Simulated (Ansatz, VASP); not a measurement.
InSb: VASP beside Ansatz

```
In Sb
1.0
     0.00000    3.23910    3.28769
     3.23910    0.00000    3.28769
     3.23910    3.23910    0.00000
In Sb
1 1
Direct
  0.00000 0.00000 0.00000
  0.75000 0.75000 0.75000
```

Change from the starting cell: strain +0.0150 x Voigt [0, 0, 1, 0, 0, 0], atoms carried along.

Alike in both runs: task single point; functional r2SCAN; k mesh 10 × 10 × 10; occupations gaussian, width 0.03 eV; no spin polarisation.

```csv
,VASP,Ansatz
version,VASP 6.6.1,Ansatz 0.2.0
potentials or method,"VASP PAW PBE potentials, release 64 (In_d, Sb), cutoff 520 eV","scalar-relativistic, plane waves, PAW"
valence electrons in the cell,18,28
```

|  | VASP | Ansatz | Ansatz less VASP |
| --- | --- | --- | --- |
| gap on the k mesh at the Fermi level (eV) | 0.12 | 0.12 | +0.001 |
| least direct gap on the mesh (eV) | 0.12 | 0.12 | +0.001 |
| pressure (GPa) | 0.9 | 0.9 | +0.01 |
| traceless stress, the component that is largest in VASP (GPa) | -0.31 | -0.31 | 0.000 |

VASP's potentials were made for PBE, not for r2SCAN. VASP's potentials hold 18 valence electrons a cell and Ansatz's 28, so a difference there can come from the potentials and not from the codes.

Spin-orbit coupling is off throughout.
